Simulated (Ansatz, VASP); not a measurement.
**Two plane-wave programs on SrO**

```
Sr O
1.0
     0.00000    2.57163    2.57163
     2.57163    0.00000    2.57163
     2.57163    2.57163    0.00000
Sr O
1 1
Direct
  0.00000 0.00000 0.00000
  0.50000 0.50000 0.50000
```

Change from the starting cell: strained cell.

Alike in both runs: task relaxation of the atoms; functional PBE; k mesh 6 × 6 × 6; occupations gaussian, width 0.02 eV; no spin polarisation.

|  | VASP | Ansatz |
| --- | --- | --- |
| version | VASP 6.6.1 | Ansatz 0.2.0 |
| potentials or method | VASP PAW PBE potentials, release 64 (Sr_sv, O), cutoff 520 eV | scalar-relativistic, plane waves, PAW |
| valence electrons in the cell | 16 | 16 |

VASP gave:

| Item | Value |
| --- | --- |
| gap on the k mesh at the Fermi level, each at its own relaxed structure (eV) | 3.26 |

Question: Estimate Ansatz's values.

Answer: gap on the k mesh at the Fermi level, each at its own relaxed structure (eV): 3.31.

Ansatz's warnings: stress scf threshold loose.

Noted on VASP's run: the relaxation stopped at its first step, so nothing moved.
